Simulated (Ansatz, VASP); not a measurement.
One calculation of Na, two programs

INCAR

```
ALGO = Fast
EDIFF = 1E-6
ENCUT = 520
GGA = PE
ISIF = 2
ISMEAR = 0
LASPH = T
LCHARG = F
LREAL = F
LWAVE = F
NBANDS = 10
NELM = 60
PREC = Accurate
SIGMA = 0.15
```

File KPOINTS:

```
k-points
0
Gamma
  16 16 16
```

File POSCAR:

```
Na
1.0
   -2.0619156250      2.0619156250      2.1175000000
    2.0619156250     -2.0619156250      2.1175000000
    2.1730843750      2.1730843750     -2.1175000000
Na
1
Direct
    0.0000000000      0.0000000000      0.0000000000
```

Input for Ansatz:

```yaml
crystal:
  lattice:
    - [-2.061915625, 2.061915625, 2.1175]
    - [2.061915625, -2.061915625, 2.1175]
    - [2.173084375, 2.173084375, -2.1175]
  atoms:
    - { symbol: Na, position: [0.0, 0.0, 0.0] }
basis:
  ecutwfc: 420
kpoints:
  mp_grid: { grid: [16, 16, 16] }
hamiltonian:
  xc: pbe
scf:
  occupations: { method: gaussian, width: 0.15 }
output:
  forces: true
  stress: true
  eigenvalues: true
```

Change from the starting cell: strain +0.0525 x Voigt [0, 0, 0, 0, 0, 1], atoms carried along.

Alike in both runs: task single point; functional PBE; k mesh 16 × 16 × 16; occupations gaussian, width 0.15 eV; no spin polarisation.

|  | VASP | Ansatz |
| --- | --- | --- |
| version | VASP 6.6.1 | Ansatz 0.2.0 |
| potentials or method | VASP PAW PBE potentials, release 64 (Na_pv), cutoff 520 eV | scalar-relativistic, plane waves, PAW |
| valence electrons in the cell | 7 | 9 |

Ansatz gave:

| Quantity | Value |
| --- | --- |
| gap on the k mesh at the Fermi level (eV) | none |
| pressure (GPa) | -0.2 |
| traceless stress, the component that is largest in VASP (GPa) | -0.33 |

Which values does VASP return?

gap on the k mesh at the Fermi level (eV): none; pressure (GPa): -0.3; traceless stress, the component that is largest in VASP (GPa): -0.33.

A gap of «none» marks a metal or a gap that the smearing closes. VASP's potentials hold 7 valence electrons a cell and Ansatz's 9, so a difference there can come from the potentials and not from the codes.
